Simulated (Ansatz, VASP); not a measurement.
## B: VASP beside Ansatz

Contents of INCAR:

```
SYSTEM = B
ALGO = Normal
EDIFF = 1E-7
EDIFFG = -0.04
ENCUT = 600
GGA = PE
IBRION = 2
ISIF = 3
ISMEAR = 0
LASPH = .True.
LCHARG = .False.
LREAL = .False.
LWAVE = .False.
NELM = 100
NSW = 90
PREC = Accurate
SIGMA = 0.1
```

Contents of KPOINTS:

```
k-points
0
Gamma
  4 4 10
  0 0 0
```

File POSCAR:

```
B
1.0
    4.0031729627      0.0000000000      0.0000000000
    0.0000000000      4.0031729627      0.0000000000
    0.0000000000      0.0000000000      1.8663110690
B
4
Direct
    0.3074788743      0.0000000000      0.7500000000
    0.6925211257      0.0000000000      0.2500000000
    0.0000000000      0.3074788743      0.0000000000
    0.0000000000      0.6925211257      0.5000000000
```

Input for Ansatz:

```yaml
crystal:
  lattice:
    - [4.0031729627, 0.0, 0.0]
    - [0.0, 4.0031729627, 0.0]
    - [0.0, 0.0, 1.866311069]
  atoms:
    - { symbol: B, position: [0.3074788743, 0.0, 0.75] }
    - { symbol: B, position: [0.6925211257, 0.0, 0.25] }
    - { symbol: B, position: [0.0, 0.3074788743, 0.0] }
    - { symbol: B, position: [0.0, 0.6925211257, 0.5] }
basis:
  ecutwfc: 420
kpoints:
  mp_grid: { grid: [4, 4, 10] }
hamiltonian:
  xc: pbe
scf:
  occupations: { method: gaussian, width: 0.1 }
  lower_state_search: "off"
output:
  forces: true
  stress: true
  eigenvalues: true
relax:
  adjacent_minimum: "off"
  f_tol: 0.04
  max_steps: 70
  cell: { stress_tol: 0.4 }
```

Alike in both runs: task relaxation of cell and atoms; functional PBE; k mesh 4 × 4 × 10; occupations gaussian, width 0.1 eV; no spin polarisation.

|  | VASP | Ansatz |
| --- | --- | --- |
| version | VASP 6.6.1 | Ansatz 0.2.0 |
| potentials or method | VASP PAW PBE potentials, release 64 (B), cutoff 600 eV | scalar-relativistic, plane waves, PAW |
| valence electrons in the cell | 12 | 12 |

VASP gave:

- gap on the k mesh at the Fermi level, each at its own relaxed structure (eV): none
- relaxed volume (Å³/atom): 7.47
- relaxed cell length with the largest relative difference (Å): 4.009

Question: What did Ansatz give for the same quantities?

Answer: gap on the k mesh at the Fermi level, each at its own relaxed structure (eV): none; relaxed volume (Å³/atom): 7.48; relaxed cell length with the largest relative difference (Å): 4.012.

A gap of «none» marks a metal or a gap that the smearing closes.

The k mesh is coarse, so the values compare programs but aren't converged.
